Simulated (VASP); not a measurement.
Set up this calculation in VASP 6.6.1, as the native input.

- Task: single point
- Functional: PBEsol
- Potentials or basis: VASP PAW PBE potentials, release 64 (Mn_pv, Nb_sv)
- Cutoff: 520 eV
- k mesh: 8 × 8 × 8
- Occupations: gaussian, width 0.05 eV
- Spin: collinear spin, ferromagnetic start
- Starting moments: [3.38, 0.0, 0.0, 0.0] μB
- Dipole correction: no
- Further INCAR settings: ALGO = Normal; EDIFF = 1e-06; NBANDS = 38

The structure of MnNb3 lies in POSCAR:

```
MnNb3
1.0
    4.1043027031      0.0000000000      0.0000000000
    0.0000000000      4.1043027031      0.0000000000
    0.0000000000      0.0000000000      4.1043027031
Mn Nb
1 3
Direct
    0.0000000000      0.0000000000      0.0000000000
    0.0000000000      0.5000000000      0.5000000000
    0.5000000000      0.5000000000      0.0000000000
    0.5000000000      0.0000000000      0.5000000000
```

The input as run:

INCAR

```
  PREC = Accurate
  ENCUT = 520
  EDIFF = 1E-6
  ISMEAR = 0
  SIGMA = 0.05
  LREAL = F
  LASPH = T
  NELM = 150
  ALGO = Normal
  ISIF = 2
  LWAVE = F
  LCHARG = T
  ISPIN = 2
  MAGMOM = 3.38 0 0 0
  LORBIT = 11
  LMAXMIX = 4
  GGA = PS
  LELF = T
  LVHAR = T
  NBANDS = 38
```

KPOINTS

```
Automatic mesh
0
Gamma
  8 8 8
```

Potentials or basis: VASP PAW PBE potentials, release 64 (Mn_pv, Nb_sv).

Run with:

```console
$ cat potpaw_PBE.64/Mn_pv/POTCAR potpaw_PBE.64/Nb_sv/POTCAR > POTCAR
$ mpirun -np 1 vasp_std > vasp.out
```

It gave:

The pressure is -5.8 GPa, the net moment is 3.06 μB per cell and the site moments are Mn +3.12; Nb -0.06 μB. The valence electrons inside the program's atomic spheres are Mn 11.60; Nb 10.68.

Caveat: the cell stands under tension; the PAW data sets were made with another functional, which shifts forces and pressure a little.

It took 3.4 min on 1 thread of Oxide Virtual Turin-like Processor (shared host), peak memory 0.25 GiB.
